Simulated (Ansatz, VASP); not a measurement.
**Pb in VASP and in Ansatz**

The input INCAR:

```
SYSTEM = Pb
PREC = Accurate ; ENCUT = 500
EDIFF = 1E-6 ; ISMEAR = 0
SIGMA = 0.1 ; LREAL = .FALSE.
LASPH = .TRUE. ; NELM = 120
ALGO = Normal ; ISIF = 2
LWAVE = .FALSE. ; LCHARG = .FALSE.
NBANDS = 13 ; GGA_COMPAT = .FALSE.
```

The input KPOINTS:

```
regular mesh
0
G
  6 6 6
  0 0 0
```

Contents of POSCAR:

```
Pb
1.0
    0.0000000000      2.4698000000      2.4698000000
    2.4698000000      0.0000000000      2.4698000000
    2.4698000000      2.4698000000      0.0000000000
Pb
1
Direct
    0.0000000000      0.0000000000      0.0000000000
```

Input for Ansatz:

```yaml
crystal:
  lattice:
    - [0.0, 2.4698, 2.4698]
    - [2.4698, 0.0, 2.4698]
    - [2.4698, 2.4698, 0.0]
  atoms:
    - { symbol: Pb, position: [0.0, 0.0, 0.0] }
basis:
  ecutwfc: 420
kpoints:
  mp_grid: { grid: [6, 6, 6] }
hamiltonian:
  xc: lda
scf:
  occupations: { method: gaussian, width: 0.1 }
output:
  forces: true
  stress: true
  eigenvalues: true
```

Alike in both runs: task single point; functional LDA; k mesh 6 × 6 × 6; occupations gaussian, width 0.1 eV; no spin polarisation.

```csv
,VASP,Ansatz
version,VASP 6.6.1,Ansatz 0.2.0
potentials or method,"VASP PAW LDA potentials, release 64 (Pb_d), cutoff 500 eV","scalar-relativistic, plane waves, PAW"
valence electrons in the cell,14,14
```

```tsv
	VASP	Ansatz	Ansatz less VASP
gap on the k mesh at the Fermi level (eV)	none	none	-
pressure (GPa)	-0.8	-0.9	-0.09
```

LDA's correlation is that of Perdew and Zunger in VASP and of Perdew and Wang (1992) in Ansatz. A gap of «none» marks a metal or a gap that the smearing closes.

The k mesh is coarse, so the values compare programs but aren't converged. Spin-orbit coupling is off throughout.
